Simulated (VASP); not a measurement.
Set up this calculation in VASP 6.6.1, as the native input.

| Item | Value |
| --- | --- |
| Task | single point |
| Functional | PBEsol |
| Potentials or basis | VASP PAW PBE potentials, release 64 (W_sv, C) |
| Cutoff | 520 eV |
| k mesh | 9 × 9 × 8 |
| Occupations | gaussian, width 0.05 eV |
| Spin | non-collinear spin, zero start, spin-orbit coupling |
| Starting moments | [[0.0, 0.0, 0.0], [0.0, 0.0, 0.0]] μB |
| Dipole correction | no |
| Further INCAR settings | ALGO = Normal; EDIFF = 1e-07; NBANDS = 30 |

The structure of WC (Qusongite) lies in POSCAR:

```
WC
1.0
    2.9065000000      0.0000000000      0.0000000000
   -1.4532500000      2.5171028361      0.0000000000
    0.0000000000      0.0000000000      2.8366000000
W C
1 1
Direct
    0.0000000000      0.0000000000      0.0000000000
    0.6666666667      0.3333333333      0.5000000000
```

The input as run:

INCAR

```
SYSTEM = WC
  ALGO = Normal
  EDIFF = 1E-7
  ENCUT = 520
  GGA = PS
  GGA_COMPAT = .FALSE.
  ISIF = 2
  ISMEAR = 0
  LASPH = .TRUE.
  LCHARG = .FALSE.
  LMAXMIX = 4
  LNONCOLLINEAR = .TRUE.
  LORBIT = 11
  LORBMOM = .TRUE.
  LREAL = .FALSE.
  LSORBIT = .TRUE.
  LWAVE = .FALSE.
  MAGMOM = 0 0 0 0 0 0
  NBANDS = 30
  NELM = 150
  PREC = Accurate
  SIGMA = 0.05
```

KPOINTS

```
k-points
0
G
  9 9 8
  0 0 0
```

Potentials or basis: VASP PAW PBE potentials, release 64 (W_sv, C).

Run with:

```bash
$ cat potpaw_PBE.64/W_sv/POTCAR potpaw_PBE.64/C/POTCAR > POTCAR
$ mpirun -np 1 vasp_ncl > vasp.out
```

It gave:

The pressure is -1.6 GPa, the net moment is 0.00 μB per cell and the valence electrons inside the program's atomic spheres are W 12.21; C 2.41.

Caveat: the PAW data sets were made with another functional, which shifts forces and pressure a little.

Wall time 86 s on 1 thread of AMD EPYC 9R45 96-Core Processor (Zen 5), with other jobs on the host, peak memory 0.22 GiB.
